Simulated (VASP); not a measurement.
A run of VASP 6.6.1 is set up as follows.

The input POSCAR:

```
Ti
1.0
   -1.6314687035      1.6314687035      1.6314687035
    1.6314687035     -1.6314687035      1.6314687035
    1.6314687035      1.6314687035     -1.6314687035
Ti
1
Direct
    0.0000000000      0.0000000000      0.0000000000
```

File INCAR.step1:

```
ALGO     = Normal         # electronic algorithm
EDIFF    = 1E-5           # SCF threshold, eV
ENCUT    = 520            # plane-wave cutoff, eV
GGA      = PE             # functional
ISIF     = 2              # what is computed and relaxed
ISMEAR   = -1             # smearing method
LASPH    = True           # aspherical terms in the spheres
LREAL    = False          # projectors in reciprocal space
LWAVE    = True           # write WAVECAR
NBANDS   = 12             # bands
NELM     = 100            # most SCF steps
PREC     = Accurate       # precision mode
SIGMA    = 0.05           # smearing width, eV
```

File INCAR.step2:

```
AEXX     = 0.25           # exact-exchange fraction
ALGO     = Normal         # electronic algorithm
EDIFF    = 1E-6           # SCF threshold, eV
ENCUT    = 520            # plane-wave cutoff, eV
GGA      = PE             # functional
HFSCREEN = 0.3            # screening, 1/A
ISIF     = 2              # what is computed and relaxed
ISMEAR   = -1             # smearing method
ISTART   = 1            
LASPH    = True           # aspherical terms in the spheres
LCHARG   = True           # write CHGCAR
LELF     = True           # ELF
LHFCALC  = True           # exact exchange
LREAL    = False          # projectors in reciprocal space
LVHAR    = True         
LWAVE    = False          # write WAVECAR
NBANDS   = 12             # bands
NELM     = 100            # most SCF steps
PREC     = Accurate       # precision mode
PRECFOCK = Normal       
SIGMA    = 0.05           # smearing width, eV
```

File KPOINTS:

```
k-points
0
Gamma
  6 6 6
```

Potentials or basis: VASP PAW PBE potentials, release 64 (Ti_sv).

Run with:

```bash
$ cat potpaw_PBE.64/Ti_sv/POTCAR > POTCAR
$ cp INCAR.step1 INCAR
$ mpirun -np 1 vasp_std > vasp.out
$ cp INCAR.step2 INCAR
$ mpirun -np 1 vasp_std > vasp.out
```

What does it give for the pressure?

-0.5 GPa.

What does it give for the band gap on the k mesh?

Zero (band 6 reaches 9.59 eV, above the bottom of band 7 at 7.35 eV).

Caveat: the k points lie up to 0.45 Å⁻¹ apart; the PAW data sets were made with another functional, which shifts forces and pressure a little.
